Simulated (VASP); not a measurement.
Write the native input for VASP 6.6.1 that does the following.

```
Task                   : single point
Functional             : r2SCAN
Potentials or basis    : VASP PAW PBE potentials, release 64 (Sn_d, Se)
Cutoff                 : 520 eV
k mesh                 : 6 × 6 × 3
Occupations            : fermi-dirac, width 0.05 eV
Spin                   : no spin polarisation
Dipole correction      : no
Further INCAR settings : ALGO = Normal; EDIFF = 1e-06; NBANDS = 28
```

The system is SnSe, a slab with vacuum.

```
Sn Se
1.0
     4.31371    0.00000    0.00000
     0.00000    4.31371    0.00000
     0.00000    0.00000   11.06348
Sn Se
2 2
Cartesian
  0.0000 2.1569 6.9453
  2.1569 0.0000 4.1181
  0.0000 2.1569 4.2479
  2.1569 0.0000 6.8155
```

One way to write it, as run:

POSCAR

```
SnSe
1.0
    4.3137078980      0.0000000000      0.0000000000
    0.0000000000      4.3137078980      0.0000000000
    0.0000000000      0.0000000000     11.0634802918
Sn Se
2 2
Direct
    0.0000000000      0.5000000000      0.6277708900
    0.5000000000      0.0000000000      0.3722291100
    0.0000000000      0.5000000000      0.3839605100
    0.5000000000      0.0000000000      0.6160394900
```

INCAR.step1

```
SYSTEM = SnSe
PREC = Accurate
ENCUT = 520
ISMEAR = -1
SIGMA = 0.05
LREAL = .FALSE.
LASPH = .TRUE.
NELM = 80
NBANDS = 28
GGA = PE
ALGO = Normal
EDIFF = 1E-4
LWAVE = .TRUE.
LCHARG = .FALSE.
```

INCAR.step2

```
SYSTEM = SnSe
PREC = Accurate
ENCUT = 520
EDIFF = 1E-6
ISMEAR = -1
SIGMA = 0.05
LREAL = .FALSE.
LASPH = .TRUE.
NELM = 80
ALGO = Normal
ISIF = 2
LWAVE = .FALSE.
LCHARG = .FALSE.
METAGGA = R2SCAN
LMIXTAU = .TRUE.
NBANDS = 28
ISTART = 1
```

KPOINTS

```
Automatic mesh
0
G
  6 6 3
  0 0 0
```

Potentials or basis: VASP PAW PBE potentials, release 64 (Sn_d, Se).

The run is started by

```console
$ cat potpaw_PBE.64/Sn_d/POTCAR potpaw_PBE.64/Se/POTCAR > POTCAR
$ cp INCAR.step1 INCAR
$ mpirun -np 1 vasp_std > vasp.out
$ cp INCAR.step2 INCAR
$ mpirun -np 1 vasp_std > vasp.out
```

It gave:

```json
{
  "Largest force": "0.122 eV/Å",
  "Band gap on the k mesh": "1.79 eV"
}
```

Caveat: the PAW data sets were made with another functional, which shifts forces and pressure a little; spin-orbit coupling is left out, which moves the levels of the heavy elements.

It took 9.7 min on 1 thread of Intel Xeon 8259CL (shared host), peak memory 0.37 GiB.
